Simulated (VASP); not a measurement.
ScGa3As2, 6 atoms in the cell. The structure is tetragonal, space group P-4m2 (No. 115). The conventional cell has a = 3.824 Å, b = 3.824 Å, c = 8.426 Å, α = 90.00°, β = 90.00°, γ = 90.00°. Within 3.6 Å of Sc (site symmetry -4m2) lie 4 Ga at 2.70 Å and 4 As at 2.96 Å. Ga (site symmetry 2mm) has 5 As at 2.87 to 2.93 Å and 6 Ga at 3.34 to 3.75 Å and 2 Sc at 3.75 Å within 3.8 Å. Within 3.6 Å of Ga (site symmetry -4m2) lie 4 Sc at 2.70 Å and 4 As at 2.96 Å. Within 3.8 Å of As (site symmetry 2mm) lie 7 Ga at 2.87 to 2.96 Å and 2 Sc at 2.96 Å. 

* Program: VASP 6.6.1
* Task: single point
* Functional: PBE
* Potentials or basis: VASP PAW PBE potentials, release 64 (Sc_sv, Ga_d, As)
* Cutoff: 520 eV
* k mesh: 4 × 4 × 2
* Occupations: gaussian, width 0.1 eV
* Spin: no spin polarisation
* Dipole correction: no
* Further INCAR settings: ALGO = Normal; EDIFF = 1e-06; NBANDS = 39

Potentials or basis: VASP PAW PBE potentials, release 64 (Sc_sv, Ga_d, As).

Command:

```bash
$ cat potpaw_PBE.64/Sc_sv/POTCAR potpaw_PBE.64/Ga_d/POTCAR potpaw_PBE.64/As/POTCAR > POTCAR
$ mpirun -np 1 vasp_std > vasp.out
```

Hardware: 1 thread of Intel(R) Xeon(R) 6975P-C (Granite Rapids) (shared host).

Estimate the wall time of this run.

Run time: 24 s on 1 thread of Intel(R) Xeon(R) 6975P-C (Granite Rapids), on a shared host, peak memory 0.24 GiB. Counts: scf iterations 13, k points 12.
